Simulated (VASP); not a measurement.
# Ga3Te2O (P4/mmm) in VASP: further runs, part 2 of 2

VASP 6.6.1. Earlier steps stand in the parts before.

## (3) Single point, PBE

This run uses another cell than the first one, of 19.74 Å³/atom.

Contents of INCAR:

```
SYSTEM = Ga3Te2O
  PREC = Accurate
  ENCUT = 520
  EDIFF = 1E-6
  ISMEAR = 0
  SIGMA = 0.1
  LREAL = .False.
  LASPH = .True.
  NELM = 60
  ALGO = Normal
  ISIF = 2
  LWAVE = .False.
  LCHARG = .False.
  GGA = PE
  NBANDS = 38
```

Contents of KPOINTS:

```
regular mesh
0
Gamma
  6 6 2
  0 0 0
```

Contents of POSCAR:

```
Ga3Te2O
1.0
    3.2231756986      0.0000000000      0.0000000000
    0.0000000000      3.2231756986      0.0000000000
    0.0000000000      0.0000000000     11.4035247740
Ga Te O
3 2 1
Direct
    0.0000000000      0.0000000000      0.6707354899
    0.0000000000      0.0000000000      0.3292645101
    0.5000000000      0.5000000000      0.5000000000
    0.5000000000      0.5000000000      0.8635240739
    0.5000000000      0.5000000000      0.1364759261
    0.0000000000      0.0000000000      0.0000000000
```

Potentials or basis: VASP PAW PBE potentials, release 64 (Ga_d, Te, O).

Command:

```sh
$ cat potpaw_PBE.64/Ga_d/POTCAR potpaw_PBE.64/Te/POTCAR potpaw_PBE.64/O/POTCAR > POTCAR
$ mpirun -np 1 vasp_std > vasp.out
```

OUTCAR:

```text
SYSTEM = Ga3Te2O
   PREC = Accurate
   ENCUT = 520
   EDIFF = 1E-6
   ISMEAR = 0
   LREAL = .False.
   LASPH = .True.
   NELM = 60
   ISIF = 2
   GGA = PE

 ion  position               nearest neighbor table
   1  0.000  0.000  0.671-   4 3.17   4 3.17   4 3.17   4 3.17
   2  0.000  0.000  0.329-   5 3.17   5 3.17   5 3.17   5 3.17
   3  0.500  0.500  0.500-
   4  0.500  0.500  0.864-   6 2.76   6 2.76   6 2.76   6 2.76   5 3.11   1 3.17   1 3.17   1 3.17
                             1 3.17
   5  0.500  0.500  0.136-   6 2.76   6 2.76   6 2.76   6 2.76   4 3.11   2 3.17   2 3.17   2 3.17
                             2 3.17
   6  0.000  0.000  0.000-   4 2.76   5 2.76   4 2.76   5 2.76   4 2.76   5 2.76   4 2.76   5 2.76

  LATTYP: Found a simple tetragonal cell.
 ALAT       =     3.2231756986
 C/A-ratio  =     3.5379780193

  Lattice vectors:

 A1 = (   3.2231756986,   0.0000000000,   0.0000000000)
 A2 = (   0.0000000000,   3.2231756986,   0.0000000000)
 A3 = (   0.0000000000,   0.0000000000,  11.4035247740)

Analysis of symmetry for initial positions (statically):
=====================================================================
 Subroutine PRICEL returns:
[... 180 lines left out ...]
 Fermi energy:         6.7837394381

 k-point     1 :       0.0000    0.0000    0.0000
  band No.  band energies     occupation
      1     -11.0057      2.00000
      2      -8.1855      2.00000
      3      -8.1433      2.00000
      4      -8.0912      2.00000
      5      -8.0912      2.00000
      6      -8.0690      2.00000
[... 809 lines left out ...]
     37       9.5044      0.00000
     38      10.2520      0.00000

------------------------ aborting loop because EDIFF is reached ----------------------------------------

  FORCE on cell =-STRESS in cart. coord.  units (eV):
  Direction    XX          YY          ZZ          XY          YZ          ZX
  --------------------------------------------------------------------------------------
  -------------------------------------------------------------------------------------
  Total       -0.1130231     -0.1130231     -0.1591153      0.0000000      0.0000000      0.0000000
  in kB       -1.5285189     -1.5285189     -2.1518674      0.0000000      0.0000000      0.0000000
  external PRESSURE =      -1.7363017 kB  Pullay stress =       0.0000000 kB

 VOLUME and BASIS-vectors are now :
 -----------------------------------------------------------------------------
  energy-cutoff  :      520.00
  volume of cell :      118.47
      direct lattice vectors                 reciprocal lattice vectors
     3.223175699  0.000000000  0.000000000     0.310253022  0.000000000  0.000000000
     0.000000000  3.223175699  0.000000000     0.000000000  0.310253022  0.000000000
     0.000000000  0.000000000 11.403524774     0.000000000  0.000000000  0.087692185

 POSITION                                       TOTAL-FORCE (eV/Angst)
 -----------------------------------------------------------------------------------
      0.00000      0.00000      7.64875        -0.000000      0.000000      0.020225
      0.00000      0.00000      3.75478        -0.000000      0.000000     -0.020225
      1.61159      1.61159      5.70176        -0.000000      0.000000      0.000000
      1.61159      1.61159      9.84722        -0.000000     -0.000000      0.020833
      1.61159      1.61159      1.55631         0.000000      0.000000     -0.020833
      0.00000      0.00000      0.00000        -0.000000      0.000000      0.000000
 -----------------------------------------------------------------------------------
    total drift:                                0.000000      0.000000     -0.000000

  FREE ENERGIE OF THE ION-ELECTRON SYSTEM (eV)
  ---------------------------------------------------
  free  energy   TOTEN  =       -18.8266944793 eV

  energy  without entropy=      -18.8111331747  energy(sigma->0) =      -18.81891383
```

OSZICAR:

```text
N       E                     dE             d eps       ncg     rms          rms(c)
DAV:   1     0.486092732015E+03    0.48609E+03   -0.25516E+04  1628   0.222E+03
DAV:   2     0.526677085190E+02   -0.43343E+03   -0.41679E+03  1644   0.576E+02
DAV:   3    -0.169805330441E+02   -0.69648E+02   -0.66732E+02  1842   0.155E+02
[... 11 lines left out ...]
DAV:  15    -0.188266961671E+02    0.18354E-03   -0.13615E-03  1916   0.148E-01    0.486E-02
DAV:  16    -0.188267001127E+02   -0.39457E-05   -0.26558E-04  1752   0.122E-01    0.249E-02
DAV:  17    -0.188266974389E+02    0.26738E-05   -0.18193E-05  1674   0.252E-02    0.187E-02
DAV:  18    -0.188266949072E+02    0.25317E-05   -0.81196E-06  1634   0.157E-02    0.771E-03
DAV:  19    -0.188266944793E+02    0.42791E-06   -0.20559E-06  1182   0.246E-02
   1 F= -.18826694E+02 E0= -.18818914E+02  d E =-.155613E-01
```

stdout:

```text
POSCAR found type information on POSCAR GaTeO
 POSCAR found :  3 types and       6 ions
 scaLAPACK will be used
 LDA part: xc-table for (Slater+PW92), standard interpolation
 POSCAR, INCAR and KPOINTS ok, starting setup
 FFT: planning ... GRIDC
 FFT: planning ... GRID_SOFT
 FFT: planning ... GRID
 WAVECAR not read
 entering main loop
```

Wall time 51 s (1 thread of Intel Xeon 6975P-C (Granite Rapids), shared host); peak memory 0.25 GiB.

What came out:

```yaml
Free_energy: -18.8267 eV
Pressure: -0.2 GPa
Largest_force: 0.021 eV/Å
Band_gap_on_the_k_mesh: zero (an odd number of electrons rules out a gap without spin polarisation)
```

Forces on the atoms (eV/Å):
```
Ga   0.000  0.000  0.020
Ga   0.000  0.000 -0.020
Ga   0.000  0.000  0.000
Te   0.000  0.000  0.021
Te   0.000  0.000 -0.021
O    0.000  0.000  0.000
```

Caveat: spin-orbit coupling is left out, which moves the levels of the heavy elements; an odd number of electrons without spin polarisation forces a metal; a magnetic or distorted state may lie lower.

## (4) Relaxation of cell and atoms, PBE

Contents of INCAR:

```
PREC = Accurate ; ENCUT = 600
EDIFF = 1E-6 ; ISMEAR = 0
SIGMA = 0.1 ; LREAL = False
LASPH = True ; NELM = 100
ALGO = Normal ; ISIF = 3
LWAVE = False ; LCHARG = False
GGA = PE ; IBRION = 2
NSW = 90 ; EDIFFG = -0.04
```

Contents of KPOINTS:

```
regular mesh
0
Gamma
  6 6 2
```

Contents of POSCAR:

```
Ga3Te2O
1.0
    3.5494308500      0.0000000000      0.0000000000
    0.0000000000      3.5494308500      0.0000000000
    0.0000000000      0.0000000000     13.2081405800
Ga Te O
3 2 1
Direct
    0.0000000000      0.0000000000      0.6647679800
    0.0000000000      0.0000000000      0.3352320200
    0.5000000000      0.5000000000      0.5000000000
    0.5000000000      0.5000000000      0.8681410000
    0.5000000000      0.5000000000      0.1318590000
    0.0000000000      0.0000000000      0.0000000000
```

Command:

```sh
$ cat potpaw_PBE.64/Ga_d/POTCAR potpaw_PBE.64/Te/POTCAR potpaw_PBE.64/O/POTCAR > POTCAR
$ mpirun -np 1 vasp_std > vasp.out
```

Run time: 15 min. Hardware: 1 thread of Intel Xeon 6975P-C (Granite Rapids), shared host; peak memory 0.38 GiB.

Results (log left out):

```
Free energy                           : -18.8442 eV
Relaxed volume                        : 19.75 Å³/atom
Relaxed cell                          : a = 3.224 Å, b = 3.224 Å, c = 11.397 Å, α = 90.00°, β = 90.00°, γ = 90.00°
Space group after relaxing (to 0.1 Å) : P4/mmm (No. 123)
Energy gained by relaxing             : 324.9 meV/atom
Ionic steps                           : 11
Pressure after relaxing               : -0.2 GPa
Largest force after relaxing          : 0.031 eV/Å
Band gap on the k mesh                : zero (an odd number of electrons rules out a gap without spin polarisation)
```

Forces on the atoms (eV/Å):
```
Ga   0.000  0.000  0.031
Ga   0.000  0.000 -0.031
Ga   0.000  0.000  0.000
Te   0.000  0.000 -0.027
Te   0.000  0.000  0.027
O    0.000  0.000  0.000
```

Stress tensor (GPa, compression positive):
```
-0.26  0.00  0.00
 0.00 -0.26  0.00
 0.00  0.00 -0.09
```

The path:
```csv
step,energy change (eV),largest force (eV/Å),pressure (GPa),volume (Å³)
1,0.0000,0.4178,-9.09,166.40
2,-1.6863,0.2251,-4.93,131.30
3,-1.8944,0.4032,0.09,119.09
4,-1.8935,0.3718,-0.40,119.94
5,-1.9148,0.2838,-0.39,119.50
6,-1.9416,0.0429,-0.23,118.57
7,-1.9433,0.0886,-0.14,118.26
8,-1.9481,0.0250,0.18,117.65
9,-1.9484,0.0236,0.44,117.28
10,-1.9485,0.0154,0.36,117.40
11,-1.9493,0.0309,-0.20,118.49
```

Final structure:
```xyz
6
Lattice="3.2243 0.0000 0.0000 0.0000 3.2243 0.0000 0.0000 0.0000 11.3971" Properties=species:S:1:pos:R:3 pbc="T T T"
Ga    3.2243    0.0000    7.6394
Ga    0.0000    3.2243    3.7577
Ga    1.6122    1.6122    5.6986
Te    1.6122    1.6122    9.8482
Te    1.6122    1.6122    1.5489
O     0.0000    0.0000   11.3971
```

Levels at points of the mesh, in eV from the Fermi level:
```
           k point  band 24  band 25  band 26  band 27  band 28  band 29  band 30  band 31  band 32  band 33
(0.00, 0.00, 0.00)    -2.69    -0.73    -0.22     1.36     1.36     1.95     1.95     4.16     4.16     4.19
(0.50, 0.00, 0.00)    -4.17    -3.27    -1.89    -0.55    -0.24    -0.12     0.98     2.18     2.94     2.98
(0.50, 0.50, 0.00)    -3.29    -3.17    -2.48    -2.48    -2.26    -2.10    -0.73    -0.73     0.38     0.52
(0.00, 0.00, 0.50)    -2.69    -1.67     1.32     1.32     2.02     2.02     2.04     2.56     4.10     4.10
(0.50, 0.00, 0.50)    -3.19    -2.01    -1.89    -1.82    -1.32     0.63     1.17     2.18     2.94     2.97
(0.50, 0.50, 0.50)    -2.99    -2.78    -2.62    -2.44    -1.81    -1.81    -1.72    -1.72     1.03     1.16
```

Caveat: the volume moved by over 15 % at a fixed basis, so the end points are rough; spin-orbit coupling is left out, which moves the levels of the heavy elements; an odd number of electrons without spin polarisation forces a metal; a magnetic or distorted state may lie lower.

## (5) Single point, PBE

This run uses another cell than the first one, of 19.48 Å³/atom.

Contents of INCAR:

```
PREC = Accurate
ENCUT = 520
EDIFF = 1E-6
ISMEAR = 0
SIGMA = 0.1
LREAL = False
LASPH = True
NELM = 100
ALGO = Normal
ISIF = 2
LWAVE = False
LCHARG = True
GGA = PE
LELF = True
LVHAR = True
NBANDS = 38
```

Contents of KPOINTS:

```
regular mesh
0
Gamma
  12 12 4
```

Contents of POSCAR:

```
Ga3Te2O
1.0
    3.2307186235      0.0000000000      0.0000000000
    0.0000000000      3.2307186235      0.0000000000
    0.0000000000      0.0000000000     11.2007743064
Ga Te O
3 2 1
Direct
    0.0000000000      0.0000000000      0.6660912339
    0.0000000000      0.0000000000      0.3339087661
    0.5000000000      0.5000000000      0.5000000000
    0.5000000000      0.5000000000      0.8604680956
    0.5000000000      0.5000000000      0.1395319044
    0.0000000000      0.0000000000      0.0000000000
```

Command:

```sh
$ cat potpaw_PBE.64/Ga_d/POTCAR potpaw_PBE.64/Te/POTCAR potpaw_PBE.64/O/POTCAR > POTCAR
$ mpirun -np 1 vasp_std > vasp.out
```

Wall time 2.8 min (1 thread of Intel Xeon 6975P-C (Granite Rapids), shared host); peak memory 0.44 GiB.

Results (log left out):

```
Free energy            : -18.9037 eV
Pressure               : -0.1 GPa
Largest force          : 0.020 eV/Å
Band gap on the k mesh : zero (an odd number of electrons rules out a gap without spin polarisation)
```

Forces in eV/Å, atoms in the order of the input:
```
Ga   0.000  0.000  0.002
Ga   0.000  0.000 -0.002
Ga   0.000  0.000  0.000
Te   0.000  0.000  0.020
Te   0.000  0.000 -0.020
O    0.000  0.000  0.000
```

Levels at points of the mesh, in eV from the Fermi level:
| k point | band 26 | band 27 | band 28 | band 29 | band 30 | band 31 |
| --- | --- | --- | --- | --- | --- | --- |
| (0.00, 0.00, 0.00) | -0.16 | 1.22 | 1.22 | 1.79 | 1.79 | 3.90 |
| (0.50, 0.00, 0.00) | -1.83 | -0.53 | -0.20 | -0.02 | 0.99 | 2.09 |
| (0.50, 0.50, 0.00) | -2.71 | -2.71 | -2.28 | -2.11 | -0.80 | -0.80 |
| (0.00, 0.00, 0.50) | 1.16 | 1.16 | 1.89 | 1.89 | 2.19 | 2.78 |
| (0.50, 0.00, 0.50) | -1.83 | -1.83 | -1.33 | 0.67 | 1.27 | 2.10 |
| (0.50, 0.50, 0.50) | -2.65 | -2.52 | -2.02 | -2.02 | -1.81 | -1.81 |

Caveat: spin-orbit coupling is left out, which moves the levels of the heavy elements; an odd number of electrons without spin polarisation forces a metal; a magnetic or distorted state may lie lower.

## (6) The runs side by side

| task | cell | k mesh | cutoff (eV) | gap on the mesh (eV) | pressure (GPa) | largest force (eV/Å) |
| --- | --- | --- | --- | --- | --- | --- |
| single point | a = 3.549, b = 3.549, c = 13.208 Å, 6 atoms, atomic positions A | 6 × 6 × 2 | 520 | none | -9.0 | 0.42 |
| single point | a = 3.223, b = 3.223, c = 11.404 Å, 6 atoms, atomic positions B | 6 × 6 × 2 | 520 | none | -0.2 | 0.02 |
| relaxation of cell and atoms | relaxed from a = 3.549, b = 3.549, c = 13.208 Å, 6 atoms, atomic positions A | 6 × 6 × 2 | 600 | none | -0.2 | 0.03 |
| single point | a = 3.231, b = 3.231, c = 11.201 Å, 6 atoms, atomic positions C | 12 × 12 × 4 | 520 | none | -0.1 | 0.02 |

Alike in all rows: level PBE; potentials or basis VASP PAW PBE potentials, release 64 (Ga_d, Te, O); no spin polarisation; smearing gaussian 0.1 eV.

Caveats: spin-orbit coupling is left out, which moves the levels of the heavy elements; an odd number of electrons without spin polarisation forces a metal; a magnetic or distorted state may lie lower; the cell stands under tension (at least some runs); the volume moved by over 15 % at a fixed basis, so the end points are rough (at least some runs).

Total energies depend on the potentials used, so only differences within one code and one set of settings carry meaning.
